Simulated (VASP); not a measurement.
Si, 12 atoms in the cell. The structure is hexagonal, space group P6_3/mmc (No. 194). The conventional cell has a = 3.898 Å, b = 3.898 Å, c = 27.606 Å, α = 90.00°, β = 90.00°, γ = 120.00°. Si (site symmetry 3m) has 3 Si at 2.34 Å within 3.1 Å. Within 3.1 Å of Si (site symmetry 3m) lie 4 Si at 2.34 to 2.64 Å. Si (site symmetry -6m2) has 3 Si at 2.25 Å within 3.0 Å. Within 3.0 Å of Si (site symmetry -6m2) lie 5 Si at 2.25 to 2.64 Å. This isn't the form of Si at room conditions, which is diamond.

| Property | Result |
| --- | --- |
| Program | VASP 6.6.1 |
| Task | single point |
| Functional | PBE |
| Potentials or basis | VASP PAW PBE potentials, release 64 (Si) |
| Cutoff | 520 eV |
| k mesh | 6 × 6 × 1 |
| Occupations | gaussian, width 0.1 eV |
| Spin | no spin polarisation |
| Dipole correction | no |
| Further INCAR settings | ALGO = Normal; EDIFF = 1e-07; NBANDS = 36 |

Potentials or basis: VASP PAW PBE potentials, release 64 (Si).

Run with:

```console
$ cat potpaw_PBE.64/Si/POTCAR > POTCAR
$ mpirun -np 1 vasp_std > vasp.out
```

Hardware: 1 thread of AMD EPYC 9R45 96-Core Processor (Zen 5) (shared host).

Problem. How long does it take, and how much memory?

Solution. It took 81 s on 1 thread of AMD EPYC 9R45 96-Core Processor (Zen 5), with other jobs on the host, peak memory 0.42 GiB. Counts: scf iterations 17, k points 7.
